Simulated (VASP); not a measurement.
Runs of VASP 6.6.1 on NbAu2. The structure is that of space group P6/mmm (No. 191), or close to it. The cells are those of the table. 

```tsv
cell	gap on the mesh (eV)	pressure (GPa)
a = 4.548, b = 4.548, c = 2.683 Å, angles 90.0, 90.0, 120.0°, 3 atoms	none	6.8
a = 4.641, b = 4.641, c = 2.738 Å, angles 90.0, 90.0, 120.0°, 3 atoms	none	-6.5
a = 4.516, b = 4.516, c = 2.664 Å, angles 90.0, 90.0, 120.0°, 3 atoms	none	(b)
a = 4.671, b = 4.671, c = 2.756 Å, angles 90.0, 90.0, 120.0°, 3 atoms	none	-10.0
a = 4.700, b = 4.700, c = 2.773 Å, angles 90.0, 90.0, 120.0°, 3 atoms	none	-13.0
a = 4.610, b = 4.610, c = 2.720 Å, angles 90.0, 90.0, 120.0°, 3 atoms	none	(a)
a = 4.579, b = 4.579, c = 2.702 Å, angles 90.0, 90.0, 120.0°, 3 atoms	none	1.8
```

Alike in all rows: task single point; level LDA; potentials or basis VASP PAW LDA potentials, release 64 (Nb_sv, Au); no spin polarisation; k mesh 7 × 7 × 11; cutoff (eV) 520; smearing fermi-dirac 0.1 eV.

Estimate the missing entries.

(a) -2.6; (b) 12.5.

Caveats: spin-orbit coupling is left out, which moves the levels of the heavy elements.

A k mesh can miss the band edges, and the runs leave out spin-orbit coupling on Au, Nb.

A gap of «none» marks levels without a gap at the run's occupations.
